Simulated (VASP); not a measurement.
# MgO (nc.b) (Fm-3m) in VASP: a series of runs

MgO (nc.b) is run at these levels: PBE; tasks: single point.

Everything below comes from runs of VASP 6.6.1. Logs are shortened: lines on timing, memory, paths and dates and some standing lists are left out, and cuts for length are marked.

### 1 The cell of the first run

Symmetry: Fm-3m, No. 225, cubic system. Conventional cell: a = 4.297 Å, b = 4.297 Å, c = 4.297 Å, α = 90.00°, β = 90.00°, γ = 90.00°. Mg (site symmetry m-3m) has 6 O at 2.15 Å within 2.8 Å. Within 2.8 Å of O (site symmetry m-3m) lie 6 Mg at 2.15 Å.

### 2 Single point, PBE (volume scaled by 1.03)

INCAR

```
SYSTEM = MgO
PREC = Accurate
ENCUT = 600
EDIFF = 1E-6
ISMEAR = 0
SIGMA = 0.02
LREAL = .FALSE.
LASPH = .TRUE.
NELM = 120
ALGO = Normal
ISIF = 2
LWAVE = .FALSE.
LCHARG = .TRUE.
GGA = PE
LELF = .TRUE.
LVHAR = .TRUE.
NBANDS = 11
GGA_COMPAT = .FALSE.
```

KPOINTS

```
Automatic mesh
0
G
  10 10 10
  0 0 0
```

POSCAR

```
MgO
1.0
    0.0000000000      2.1485705060      2.1485705060
    2.1485705060      0.0000000000      2.1485705060
    2.1485705060      2.1485705060      0.0000000000
Mg O
1 1
Direct
    0.0000000000      0.0000000000      0.0000000000
    0.5000000000      0.5000000000      0.5000000000
```

Potentials or basis: VASP PAW PBE potentials, release 64 (Mg, O).

On the command line:

```
> cat potpaw_PBE.64/Mg/POTCAR potpaw_PBE.64/O/POTCAR > POTCAR
> mpirun -np 1 vasp_std > vasp.out
```

OUTCAR:

```text
SYSTEM = MgO
   PREC = Accurate
   ENCUT = 600
   EDIFF = 1E-6
   ISMEAR = 0
   LREAL = .FALSE.
   LASPH = .TRUE.
   NELM = 120
   ISIF = 2
   GGA = PE

 ion  position               nearest neighbor table
   1  0.000  0.000  0.000-   2 2.15   2 2.15   2 2.15   2 2.15   2 2.15   2 2.15
   2  0.500  0.500  0.500-   1 2.15   1 2.15   1 2.15   1 2.15   1 2.15   1 2.15

  LATTYP: Found a face centered cubic cell.
 ALAT       =     4.2971410120

  Lattice vectors:

 A1 = (   0.0000000000,   2.1485705060,   2.1485705060)
 A2 = (   2.1485705060,   0.0000000000,   2.1485705060)
 A3 = (   2.1485705060,   2.1485705060,   0.0000000000)

Analysis of symmetry for initial positions (statically):
=====================================================================
 Subroutine PRICEL returns:
 Original cell was already a primitive cell.

 Routine SETGRP: Setting up the symmetry group for a
 face centered cubic supercell.

 Subroutine GETGRP returns: Found 48 space group operations
 (whereof 48 operations were pure point group operations)
 out of a pool of 48 trial point group operations.

The static configuration has the point symmetry O_h .

Analysis of symmetry for dynamics (positions and initial velocities):
=====================================================================
 Subroutine PRICEL returns:
 Original cell was already a primitive cell.

 Routine SETGRP: Setting up the symmetry group for a
 face centered cubic supercell.

 Subroutine GETGRP returns: Found 48 space group operations
 (whereof 48 operations were pure point group operations)
 out of a pool of 48 trial point group operations.

The dynamic configuration has the point symmetry O_h .

 Subroutine INISYM returns: Found 48 space group operations
 (whereof 48 operations are pure point group operations),
 and found     1 'primitive' translations

----------------------------------------------------------------------------------------

                                     Primitive cell

  volume of cell :      19.8371

  direct lattice vectors                    reciprocal lattice vectors
     0.000000000  2.148570506  2.148570506    -0.232712866  0.232712866  0.232712866
     2.148570506  0.000000000  2.148570506     0.232712866 -0.232712866  0.232712866
     2.148570506  2.148570506  0.000000000     0.232712866  0.232712866 -0.232712866

  length of vectors
     3.038537549  3.038537549  3.038537549     0.403070507  0.403070507  0.403070507

  position of ions in fractional coordinates (direct lattice)
     0.000000000  0.000000000  0.000000000
     0.500000000  0.500000000  0.500000000

  ion indices of the primitive-cell ions
   primitive index   ion index
                 1           1
                 2           2

----------------------------------------------------------------------------------------

 KPOINTS: Automatic mesh

Automatic generation of k-mesh.
 Grid dimensions read from file:
 generate k-points for:   10   10   10

 Generating k-lattice:

  Cartesian coordinates                     Fractional coordinates (reciprocal lattice)
    -0.023271287  0.023271287  0.023271287     0.100000000  0.000000000  0.000000000
     0.023271287 -0.023271287  0.023271287     0.000000000  0.100000000  0.000000000
     0.023271287  0.023271287 -0.023271287     0.000000000  0.000000000  0.100000000

  Length of vectors
     0.040307051  0.040307051  0.040307051

  Shift w.r.t. Gamma in fractional coordinates (k-lattice)
     0.000000000  0.000000000  0.000000000

 Subroutine IBZKPT returns following result:
 ===========================================

 Found     47 irreducible k-points:

 Following reciprocal coordinates:
            Coordinates               Weight
  0.000000  0.000000  0.000000      1.000000
  0.100000  0.000000  0.000000      8.000000
  0.200000  0.000000  0.000000      8.000000
  0.300000  0.000000  0.000000      8.000000
  0.400000  0.000000  0.000000      8.000000
  0.500000  0.000000  0.000000      4.000000
[... 16 lines left out ...]
  0.300000  0.300000  0.000000      6.000000
  0.400000  0.300000  0.000000     24.000000
 [... further k-points ...]
   k-points           NKPTS =     47   k-points in BZ     NKDIM =     47   number of bands    NBANDS=     11
   number of dos      NEDOS =    301   number of ions     NIONS =      2
   total plane-waves  NPLWV =  13824
   dimension x,y,z NGX =    24 NGY =   24 NGZ =   24
   dimension x,y,z NGXF=    48 NGYF=   48 NGZF=   48
   ions per type =               1   1
   NGX,Y,Z   is equivalent  to a cutoff of  13.13, 13.13, 13.13 a.u.
   NGXF,Y,Z  is equivalent  to a cutoff of  26.26, 26.26, 26.26 a.u.
 SYSTEM =  MgO
   PREC   = accura    normal or accurate (medium, high low for compatibility)
   ISTART =      0    job   : 0-new  1-cont  2-samecut
   ICHARG =      2    charge: 1-file 2-atom 10-const
   ISPIN  =      1    spin polarized calculation?
   LNONCOLLINEAR =      F non collinear calculations
   LSORBIT =      F    spin-orbit coupling
   LASPH  =      T    aspherical Exc in radial PAW
   ENCUT  =  600.0 eV  44.10 Ry    6.64 a.u.   6.07  6.07  6.07*2*pi/ulx,y,z
   NELM   =    120;   NELMIN=  2; NELMDL= -5     # of ELM steps
   EDIFF  = 0.1E-05   stopping-criterion for ELM
   LREAL  =      F    real-space projection
   EDIFFG = 0.1E-04   stopping-criterion for IOM
   NSW    =      0    number of steps for IOM
   IBRION =     -1    ionic relax: 0-MD 1-quasi-New 2-CG
   NFREE  =      0    steps in history (QN), initial steepest desc. (CG)
   ISIF   =      2    stress and relaxation
   ISYM   =      2    0-nonsym 1-usesym 2-fastsym
   POTIM  = 0.5000    time-step for ionic-motion
   TEBEG  =    0.0;   TEEND  =   0.0 temperature during run
   PSTRESS=    0.0 pullay stress
   NELECT =       8.0000    total number of electrons
   NUPDOWN=      -1.0000    fix difference up-down
   EMIN   =  10.00;   EMAX   =-10.00  energy-range for DOS
   EFERMI =   0.00;   METHOD = LEGACY
   ISMEAR =     0;   SIGMA  =   0.02  broadening in eV -4-tet -1-fermi 0-gaus
   EFERMI_NEDOS =   21; number of points for ismear=-14 and -15
   IALGO  =     38    algorithm
   IMIX   =      4    mixing-type and parameters
     AMIX     =   0.40;   BMIX     =  1.00
     AMIX_MAG =   1.60;   BMIX_MAG =  1.00
  volume/ion in A,a.u.               =       9.92        66.93
  Fermi-wavevector in a.u.,A,eV,Ry     =   1.209517  2.285655 19.904381  1.462931
  Thomas-Fermi vector in A             =   2.345092
   LORBIT       =      0    0 simple, 1 ext, 2 COOP (PROOUT), +10 PAW based schemes
   GGA     = PE    functional components
   LHFCALC =     F    Hartree Fock is set to
   AEXX    =    0.0000 exact exchange contribution
   IVDW    =     0    specifies the selected vdW correction
   LEPSILON=     F    determine dielectric tensor
   LRPA    =     F    only Hartree local field effects (RPA)
 non-spin polarized calculation
 Gauss-broadening in eV      SIGMA  =   0.02
  energy-cutoff  :      600.00
  volume of cell :       19.84
 maximum number of plane-waves:       678
   NGX = 13   NGY = 13   NGZ = 13

 number of electron       7.9999999 magnetization

 Free energy of the ion-electron system (eV)
  ---------------------------------------------------
  ext. energy  EPLUGINS =         0.00000000
  ---------------------------------------------------
  free energy    TOTEN  =       -11.90453284 eV

  energy without entropy =      -11.90453284  energy(sigma->0) =      -11.90453284

 E-fermi :   2.8540     XC(G=0): -10.7980

 val. band max:        2.7495657214   @ k =   0.0000   0.0000   0.0000
 cond. band min:       6.9143698725   @ k =   0.0000   0.0000   0.0000
 fundamental gap:      4.1648041511
 Fermi energy:         2.8539705058

 k-point     1 :       0.0000    0.0000    0.0000
  band No.  band energies     occupation
      1     -14.2172      2.00000
      2       2.7496      2.00000
      3       2.7496      2.00000
      4       2.7496      2.00000
      5       6.9144      0.00000
      6      18.2096      0.00000
      7      18.2096      0.00000
      8      18.2096      0.00000
      9      21.9695      0.00000
     10      23.6776      0.00000
     11      23.6776      0.00000

 k-point     2 :       0.1000    0.0000    0.0000
  band No.  band energies     occupation
      1     -14.1223      2.00000
      2       2.1080      2.00000
      3       2.6888      2.00000
      4       2.6888      2.00000
      5       7.5500      0.00000
      6      16.9756      0.00000
      7      18.4267      0.00000
      8      18.4267      0.00000
      9      22.8581      0.00000
     10      22.8581      0.00000
     11      23.5077      0.00000

 k-point     3 :       0.2000    0.0000    0.0000
  band No.  band energies     occupation
      1     -13.8622      2.00000
      2       0.8461      2.00000
      3       2.5347      2.00000
      4       2.5347      2.00000
      5       8.7501      0.00000
      6      15.4465      0.00000
      7      18.8329      0.00000
      8      18.8329      0.00000
      9      22.1563      0.00000
     10      22.1563      0.00000
     11      24.0594      0.00000

 k-point     4 :       0.3000    0.0000    0.0000
  band No.  band energies     occupation
      1     -13.5137      2.00000
      2      -0.3908      2.00000
      3       2.3530      2.00000
      4       2.3530      2.00000
      5       9.7378      0.00000
      6      14.6500      0.00000
      7      18.8413      0.00000
      8      18.8413      0.00000
      9      22.6173      0.00000
     10      22.6173      0.00000
     11      23.4396      0.00000
[... 239 lines left out ...]
 k-point    22 :      -0.2000    0.2000    0.0000
  band No.  band energies     occupation
      1     -13.4094      2.00000
      2      -0.2058      2.00000
      3       1.5066      2.00000
      4       2.3538      2.00000
      5      10.6264      0.00000
      6      14.3267      0.00000
      7      17.1882      0.00000
      8      19.8275      0.00000
      9      20.7802      0.00000
     10      23.4112      0.00000
     11      26.5392      0.00000

 k-point    23 :       0.3000    0.3000    0.0000
  band No.  band energies     occupation
      1     -13.3311      2.00000
      2      -0.2462      2.00000
      3       1.8728      2.00000
      4       1.8728      2.00000
      5      10.9856      0.00000
      6      13.0541      0.00000
      7      16.5285      0.00000
      8      19.9637      0.00000
      9      19.9637      0.00000
     10      26.2249      0.00000
     11      28.9193      0.00000

 k-point    24 :       0.4000    0.3000    0.0000
  band No.  band energies     occupation
      1     -13.1121      2.00000
      2      -0.6341      2.00000
      3       1.5313      2.00000
      4       1.7354      2.00000
      5      11.7313      0.00000
      6      12.7450      0.00000
      7      15.7235      0.00000
      8      20.1493      0.00000
      9      20.3462      0.00000
     10      26.9048      0.00000
     11      28.5442      0.00000

 [... further k-points ...]

------------------------ aborting loop because EDIFF is reached ----------------------------------------

  FORCE on cell =-STRESS in cart. coord.  units (eV):
  Direction    XX          YY          ZZ          XY          YZ          ZX
  --------------------------------------------------------------------------------------
  -------------------------------------------------------------------------------------
  Total       -0.6532250     -0.6532250     -0.6532250      0.0000000      0.0000000      0.0000000
  in kB      -52.7587533    -52.7587533    -52.7587533      0.0000000      0.0000000      0.0000000
  external PRESSURE =     -52.7587533 kB  Pullay stress =       0.0000000 kB

 VOLUME and BASIS-vectors are now :
 -----------------------------------------------------------------------------
  energy-cutoff  :      600.00
  volume of cell :       19.84
      direct lattice vectors                 reciprocal lattice vectors
     0.000000000  2.148570506  2.148570506    -0.232712866  0.232712866  0.232712866
     2.148570506  0.000000000  2.148570506     0.232712866 -0.232712866  0.232712866
     2.148570506  2.148570506  0.000000000     0.232712866  0.232712866 -0.232712866

 POSITION                                       TOTAL-FORCE (eV/Angst)
 -----------------------------------------------------------------------------------
      0.00000      0.00000      0.00000        -0.000000     -0.000000      0.000000
      2.14857      2.14857      2.14857         0.000000      0.000000     -0.000000
 -----------------------------------------------------------------------------------
    total drift:                               -0.000000     -0.000000      0.000000

  FREE ENERGIE OF THE ION-ELECTRON SYSTEM (eV)
  ---------------------------------------------------
  free  energy   TOTEN  =       -11.9045328372 eV

  energy  without entropy=      -11.9045328372  energy(sigma->0) =      -11.90453284
```

Run time: 8.6 s. Hardware: 1 thread of AMD EPYC 7R43 (Zen 3), shared host; peak memory 0.11 GiB.

What came out:

```
Free energy            : -11.9045 eV
Pressure               : -5.3 GPa
Band gap on the k mesh : 4.16 eV, direct
```

### 3 Single point, PBE (volume scaled by 1.06)

INCAR

```
SYSTEM = MgO
PREC = Accurate ; ENCUT = 600
EDIFF = 1E-6 ; ISMEAR = 0
SIGMA = 0.02 ; LREAL = .False.
LASPH = .True. ; NELM = 120
ALGO = Normal ; ISIF = 2
LWAVE = .False. ; LCHARG = .False.
GGA = PE ; NBANDS = 11
GGA_COMPAT = .False.
```

KPOINTS

```
Automatic mesh
0
Gamma
  10 10 10
  0 0 0
```

POSCAR

```
MgO
1.0
    0.0000000000      2.1692311052      2.1692311052
    2.1692311052      0.0000000000      2.1692311052
    2.1692311052      2.1692311052      0.0000000000
Mg O
1 1
Direct
    0.0000000000      0.0000000000      0.0000000000
    0.5000000000      0.5000000000      0.5000000000
```

Potentials or basis: VASP PAW PBE potentials, release 64 (Mg, O).

On the command line:

```
> cat potpaw_PBE.64/Mg/POTCAR potpaw_PBE.64/O/POTCAR > POTCAR
> mpirun -np 1 vasp_std > vasp.out
```

OUTCAR:

```text
SYSTEM = MgO
   PREC = Accurate
   ENCUT = 600
   EDIFF = 1E-6
   ISMEAR = 0
   LREAL = .False.
   LASPH = .True.
   NELM = 120
   ISIF = 2
   GGA = PE

 ion  position               nearest neighbor table
   1  0.000  0.000  0.000-   2 2.17   2 2.17   2 2.17   2 2.17   2 2.17   2 2.17
   2  0.500  0.500  0.500-   1 2.17   1 2.17   1 2.17   1 2.17   1 2.17   1 2.17

  LATTYP: Found a face centered cubic cell.
 ALAT       =     4.3384622104

  Lattice vectors:

 A1 = (   0.0000000000,   2.1692311052,   2.1692311052)
 A2 = (   2.1692311052,   0.0000000000,   2.1692311052)
 A3 = (   2.1692311052,   2.1692311052,   0.0000000000)
[... 514 lines left out ...]
      8      19.5867      0.00000
      9      19.7799      0.00000
     10      26.3607      0.00000
     11      27.7965      0.00000

 [... further k-points ...]
[... 5 lines left out ...]
  --------------------------------------------------------------------------------------
  -------------------------------------------------------------------------------------
  Total       -1.1165742     -1.1165742     -1.1165742      0.0000000     -0.0000000      0.0000000
  in kB      -87.6295729    -87.6295729    -87.6295729      0.0000000     -0.0000000      0.0000000
  external PRESSURE =     -87.6295729 kB  Pullay stress =       0.0000000 kB

 VOLUME and BASIS-vectors are now :
 -----------------------------------------------------------------------------
  energy-cutoff  :      600.00
  volume of cell :       20.41
      direct lattice vectors                 reciprocal lattice vectors
     0.000000000  2.169231105  2.169231105    -0.230496418  0.230496418  0.230496418
     2.169231105  0.000000000  2.169231105     0.230496418 -0.230496418  0.230496418
     2.169231105  2.169231105  0.000000000     0.230496418  0.230496418 -0.230496418

 POSITION                                       TOTAL-FORCE (eV/Angst)
 -----------------------------------------------------------------------------------
      0.00000      0.00000      0.00000        -0.000000     -0.000000     -0.000000
      2.16923      2.16923      2.16923         0.000000      0.000000      0.000000
 -----------------------------------------------------------------------------------
    total drift:                                0.000000      0.000000      0.000000

  FREE ENERGIE OF THE ION-ELECTRON SYSTEM (eV)
  ---------------------------------------------------
  free  energy   TOTEN  =       -11.8804634012 eV

  energy  without entropy=      -11.8804634012  energy(sigma->0) =      -11.88046340
```

OSZICAR:

```text
N       E                     dE             d eps       ncg     rms          rms(c)
DAV:   1     0.179119589509E+02    0.17912E+02   -0.47589E+03  1162   0.713E+02
DAV:   2    -0.126608910107E+02   -0.30573E+02   -0.29246E+02  1205   0.144E+02
DAV:   3    -0.134356624951E+02   -0.77477E+00   -0.77434E+00  1246   0.204E+01
DAV:   4    -0.134377471345E+02   -0.20846E-02   -0.20846E-02  1130   0.120E+00
DAV:   5    -0.134377544457E+02   -0.73112E-05   -0.73112E-05  1217   0.701E-02    0.716E+00
DAV:   6    -0.119068830170E+02    0.15309E+01   -0.95107E+00  1082   0.164E+01    0.239E+00
DAV:   7    -0.118877085786E+02    0.19174E-01   -0.89351E-02  1127   0.242E+00    0.137E+00
DAV:   8    -0.118811150567E+02    0.65935E-02   -0.36640E-02  1082   0.211E+00    0.288E-01
DAV:   9    -0.118805500383E+02    0.56502E-03   -0.79601E-04  1184   0.198E-01    0.162E-01
DAV:  10    -0.118804628488E+02    0.87190E-04   -0.70264E-04  1124   0.199E-01    0.831E-03
DAV:  11    -0.118804639026E+02   -0.10538E-05   -0.48793E-06  1199   0.168E-02    0.660E-03
DAV:  12    -0.118804634012E+02    0.50143E-06   -0.78201E-07   806   0.675E-03
   1 F= -.11880463E+02 E0= -.11880463E+02  d E =-.100463E-29
```

stdout:

```text
POSCAR found type information on POSCAR MgO
 POSCAR found :  2 types and       2 ions
 scaLAPACK will be used
 LDA part: xc-table for (Slater+PW92), standard interpolation
 POSCAR, INCAR and KPOINTS ok, starting setup
 FFT: planning ... GRIDC
 FFT: planning ... GRID_SOFT
 FFT: planning ... GRID
 WAVECAR not read
 entering main loop
```

Run time: 13 s. Hardware: 1 thread of AMD EPYC 7R43 (Zen 3), shared host; peak memory 0.13 GiB.

Results:

| Item | Value |
| --- | --- |
| Free energy | -11.8805 eV |
| Pressure | -8.8 GPa |
| Band gap on the k mesh | 3.91 eV, direct |

Levels at points of the mesh, in eV from the valence-band top:
```csv
k point,band 1,band 2,band 3,band 4,band 5,band 6,band 7,band 8,band 9
"(0.00, 0.00, 0.00)",-16.83,0.00,0.00,0.00,3.91,15.30,15.30,15.30,18.99
"(0.50, 0.00, 0.00)",-15.76,-4.24,-0.56,-0.56,7.35,11.61,15.41,15.41,19.60
"(0.50, 0.50, 0.00)",-15.53,-3.73,-1.23,-1.23,9.00,9.04,12.18,17.66,17.66
```

### 4 Single point, PBE (volume scaled by 1.09)

INCAR

```
ALGO = Normal
EDIFF = 1E-6
ENCUT = 600
GGA = PE
GGA_COMPAT = False
ISIF = 2
ISMEAR = 0
LASPH = True
LCHARG = False
LREAL = False
LWAVE = False
NBANDS = 11
NELM = 120
PREC = Accurate
SIGMA = 0.02
```

KPOINTS

```
k-points
0
Gamma
  10 10 10
```

POSCAR

```
MgO
1.0
    0.0000000000      2.1895054683      2.1895054683
    2.1895054683      0.0000000000      2.1895054683
    2.1895054683      2.1895054683      0.0000000000
Mg O
1 1
Direct
    0.0000000000      0.0000000000      0.0000000000
    0.5000000000      0.5000000000      0.5000000000
```

On the command line:

```
> cat potpaw_PBE.64/Mg/POTCAR potpaw_PBE.64/O/POTCAR > POTCAR
> mpirun -np 1 vasp_std > vasp.out
```

It took 12 s on 1 thread of AMD EPYC 7R43 (Zen 3), shared host; peak memory 0.13 GiB.

Results (log left out):

| Item | Value |
| --- | --- |
| Free energy | -11.8445 eV |
| Pressure | -11.8 GPa |
| Band gap on the k mesh | 3.67 eV, direct |

Levels at points of the mesh, in eV from the valence-band top:
```
           k point  band 1  band 2  band 3  band 4  band 5  band 6  band 7  band 8
(0.00, 0.00, 0.00)  -16.71    0.00    0.00    0.00    3.67   15.14   15.14   15.14
(0.50, 0.00, 0.00)  -15.69   -4.13   -0.53   -0.53    7.18   11.31   15.14   15.14
(0.50, 0.50, 0.00)  -15.48   -3.63   -1.19   -1.19    8.76    8.96   11.91   17.26
```

### 5 Overview

```tsv
cell	gap on the mesh (eV)	pressure (GPa)
a = 3.039 Å, angles 60.0°, 2 atoms	4.16	-5.3
a = 3.068 Å, angles 60.0°, 2 atoms	3.91	-8.8
a = 3.096 Å, angles 60.0°, 2 atoms	3.67	-11.8
```

Alike in all rows: task single point; level PBE; potentials or basis VASP PAW PBE potentials, release 64 (Mg, O); no spin polarisation; k mesh 10 × 10 × 10; cutoff (eV) 600; smearing gaussian 0.02 eV.

Total energies depend on the potentials used, so only differences within one code and one set of settings carry meaning.
